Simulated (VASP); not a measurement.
C:

```
C
1.0
     2.53880    0.00000    0.00000
    -1.26940    2.19867    0.00000
     0.00000    0.00000    8.29165
C
8
Direct
  0.66667 0.33333 0.84375
  0.33333 0.66667 0.34375
  0.66667 0.33333 0.65625
  0.33333 0.66667 0.15625
  0.00000 0.00000 0.90625
  0.00000 0.00000 0.40625
  0.00000 0.00000 0.59375
  0.00000 0.00000 0.09375
```

This cell differs from its parent crystal: volume scaled by 1.02.

Base run:

```yaml
Program: VASP 6.6.1
Functional: PBE
Potentials_or_basis: VASP PAW PBE potentials, release 64 (C)
Cutoff: 520 eV
k_mesh: 12 × 12 × 4
Occupations: fermi-dirac, width 0.05 eV
Spin: no spin polarisation
```

Its results: band gap on the k mesh 4.37 eV, indirect (least direct gap 5.14 eV); pressure -5.6 GPa; largest force 0.316 eV/Å.

After a change of settings the same cell gave: band gap on the k mesh 4.32 eV, indirect (least direct gap 5.09 eV); pressure -19.2 GPa; largest force 0.319 eV/Å. Which change was it?
A. functional from PBE to PBEsol; further incar settings from ALGO = Normal; EDIFF = 1e-06; NBANDS = 26 to ALGO = Normal; EDIFF = 1e-07; NBANDS = 26
B. functional from PBE to r2SCAN; dispersion from none to D3(BJ)
C. functional from PBE to r2SCAN; dispersion from none to rVV10
D. functional from PBE to LDA; potentials or basis from VASP PAW PBE potentials, release 64 (C) to VASP PAW LDA potentials, release 64 (C)

D.
